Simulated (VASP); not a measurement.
Here is a VASP 6.6.1 calculation.

The input INCAR:

```
SYSTEM = Ge
PREC = Accurate
ENCUT = 520
EDIFF = 1E-6
ISMEAR = -1
SIGMA = 0.15
LREAL = .False.
LASPH = .True.
NELM = 100
ALGO = Normal
ISIF = 2
LWAVE = .False.
LCHARG = .False.
GGA = CA
NBANDS = 21
```

File KPOINTS:

```
Automatic mesh
0
Gamma
  11 11 11
  0 0 0
```

The input POSCAR:

```
Ge
1.0
   -2.4959000000      2.6508600000      1.4369500000
    2.4959000000     -2.6508600000      1.4369500000
    2.4959000000      2.6508600000     -1.4369500000
Ge
2
Direct
    0.1859400000      0.9359400000      0.2500000000
    0.8140600000      0.0640600000      0.7500000000
```

Potentials or basis: VASP PAW LDA potentials, release 64 (Ge_d).

Run with:

```sh
$ cat potpaw_LDA.64/Ge_d/POTCAR > POTCAR
$ mpirun -np 1 vasp_std > vasp.out
```

Q: What does it give for the largest force?

A: 0.055 eV/Å.

Q: What does it give for the band gap on the k mesh?

A: Zero (bands 14 and 15 overlap by 5.13 eV).

Stress tensor (GPa, compression positive):
```
-3.15  0.00  0.00
 0.00 -4.58  0.00
 0.00  0.00 -4.45
```

Caveat: the cell stands under tension.
